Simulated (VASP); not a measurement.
Wanted: the native input for a VASP 6.6.1 run.

```yaml
Task: relaxation of cell and atoms
Functional: r2SCAN
Dispersion: rVV10
Potentials_or_basis: VASP PAW PBE potentials, release 64 (Tl_d, Cl)
Cutoff: 550 eV
k_mesh: 6 × 6 × 6
Occupations: fermi-dirac, width 0.02 eV
Spin: no spin polarisation
Dipole_correction: no
Further_INCAR_settings: ALGO = Normal; EDIFF = 1e-07; IBRION = 2; EDIFFG = -0.005; NSW = 80; ISIF = 3
```

The system is TlCl.

```
Tl Cl
1.0
     3.91776    0.00000    0.00000
     0.00000    3.91776    0.00000
     0.00000    0.00000    3.91776
Tl Cl
1 1
Direct
  0.00000 0.00000 0.00000
  0.50000 0.50000 0.50000
```

One way to write it, as run:

POSCAR

```
TlCl
1.0
    3.9177631737      0.0000000000      0.0000000000
    0.0000000000      3.9177631737      0.0000000000
    0.0000000000      0.0000000000      3.9177631737
Tl Cl
1 1
Direct
    0.0000000000      0.0000000000      0.0000000000
    0.5000000000      0.5000000000      0.5000000000
```

INCAR.step1

```
  PREC = Accurate
  ENCUT = 550
  ISMEAR = -1
  SIGMA = 0.02
  LREAL = F
  LASPH = T
  NELM = 120
  GGA = PE
  ALGO = Normal
  EDIFF = 1E-5
  LWAVE = T
  LCHARG = F
  GGA_COMPAT = F
  IBRION = 2
  ISIF = 3
  EDIFFG = -0.005
  NELMIN = 4
  NSW = 100
```

INCAR.step2

```
  PREC = Accurate
  ENCUT = 550
  EDIFF = 1E-7
  ISMEAR = -1
  SIGMA = 0.02
  LREAL = F
  LASPH = T
  NELM = 120
  ALGO = Normal
  ISIF = 3
  LWAVE = F
  LCHARG = F
  METAGGA = R2SCAN
  LMIXTAU = T
  LUSE_VDW = T
  IVDW_NL = 2
  BPARAM = 11.95
  CPARAM = 0.0093
  IBRION = 2
  NSW = 80
  EDIFFG = -0.005
  ISTART = 1
  GGA_COMPAT = F
  NELMIN = 4
```

KPOINTS

```
regular mesh
0
Gamma
  6 6 6
```

Potentials or basis: VASP PAW PBE potentials, release 64 (Tl_d, Cl).

Run with:

```console
$ cat potpaw_PBE.64/Tl_d/POTCAR potpaw_PBE.64/Cl/POTCAR > POTCAR
$ cp INCAR.step1 INCAR
$ mpirun -np 1 vasp_std > vasp.out
$ cp INCAR.step2 INCAR
$ mpirun -np 1 vasp_std > vasp.out
```

It gave:

The relaxed volume is 27.38 Å³/atom and the relaxed cell is a = 3.797 Å, b = 3.797 Å, c = 3.797 Å, α = 90.00°, β = 90.00°, γ = 90.00°. The space group after relaxing (to 0.05 Å) is Pm-3m (No. 221) and the energy gained by relaxing is 21.8 meV/atom. The ionic steps are 5, the pressure after relaxing is 0.0 GPa and the band gap on the k mesh is 2.38 eV, direct.

Caveat: the PAW data sets were made with another functional, which shifts forces and pressure a little; spin-orbit coupling is left out, which moves the levels of the heavy elements.

It took 4.3 min on 1 thread of Intel(R) Xeon(R) 6975P-C (Granite Rapids) (shared host), peak memory 0.29 GiB.
